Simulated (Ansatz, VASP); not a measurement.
**Cu: VASP beside Ansatz**

```
Cu
1.0
     0.00000    1.75327    1.80750
     1.75327    0.00000    1.80750
     1.75327    1.75327    0.00000
Cu
1
Direct
  0.00000 0.00000 0.00000
```

Change from the starting cell: equal xx and yy strain of -3 %.

Alike in both runs: task single point; functional PBE; k mesh 19 × 19 × 19; occupations fermi-dirac, width 0.08 eV; no spin polarisation.

|  | VASP | Ansatz |
| --- | --- | --- |
| version | VASP 6.6.1 | Ansatz 0.2.0 |
| potentials or method | VASP PAW PBE potentials, release 64 (Cu), cutoff 520 eV | all-electron LAPW, scalar-relativistic |

```csv
,VASP,Ansatz,Ansatz less VASP
pressure (GPa),12.9,12.3,-0.57
"traceless stress, the component that is largest in VASP (GPa)",-1.44,-1.47,-0.031
```

Ansatz ran all-electron here, and VASP with PAW potentials.
